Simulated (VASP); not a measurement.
Set up this calculation in VASP 6.6.1, as the native input.

```yaml
Task: relaxation of cell and atoms
Functional: BLYP
Potentials_or_basis: VASP PAW PBE potentials, release 64 (W_sv)
Cutoff: 600 eV
k_mesh: 12 × 12 × 12
Occupations: fermi-dirac, width 0.05 eV
Spin: no spin polarisation
Dipole_correction: no
Further_INCAR_settings: ALGO = Normal; EDIFF = 1e-06; IBRION = 2; EDIFFG = -0.02; NSW = 80; ISIF = 3
```

The structure of W lies in POSCAR:

```
W
1.0
   -1.5823450000      1.5823450000      1.5823450000
    1.5823450000     -1.5823450000      1.5823450000
    1.5823450000      1.5823450000     -1.5823450000
W
1
Direct
    0.0000000000      0.0000000000      0.0000000000
```

The input as run:

INCAR

```
SYSTEM = W
  AGGAC = 1.0
  AGGAX = 1.0
  ALDAC = 0.0
  ALDAX = 1.0
  ALGO = Normal
  EDIFF = 1E-6
  EDIFFG = -0.02
  ENCUT = 600
  GGA = B5
  IBRION = 2
  ISIF = 3
  ISMEAR = -1
  LASPH = .TRUE.
  LCHARG = .FALSE.
  LREAL = .FALSE.
  LWAVE = .FALSE.
  NELM = 100
  NSW = 80
  PREC = Accurate
  SIGMA = 0.05
```

KPOINTS

```
k-points
0
G
  12 12 12
  0 0 0
```

Potentials or basis: VASP PAW PBE potentials, release 64 (W_sv).

The run is started by

```bash
$ cat potpaw_PBE.64/W_sv/POTCAR > POTCAR
$ mpirun -np 1 vasp_std > vasp.out
```

Results of the run:

```json
{
  "Relaxed volume": "16.78 Å³/atom",
  "Relaxed cell": "a = 2.793 Å, b = 2.793 Å, c = 2.793 Å, α = 109.47°, β = 109.47°, γ = 109.47°",
  "Space group after relaxing (to 0.05 Å)": "Im-3m (No. 229)",
  "Energy gained by relaxing": "47.9 meV/atom",
  "Ionic steps": "4",
  "Pressure after relaxing": "-0.1 GPa",
  "Band gap on the k mesh": "zero (band 7 reaches 15.86 eV, above the bottom of band 8 at 9.98 eV)"
}
```

Caveat: the PAW data sets were made with another functional, which shifts forces and pressure a little; spin-orbit coupling is left out, which moves the levels of the heavy elements.

Run time: 34 s on 1 thread of AMD EPYC 9R45 (Zen 5), with other jobs on the host, peak memory 0.13 GiB.
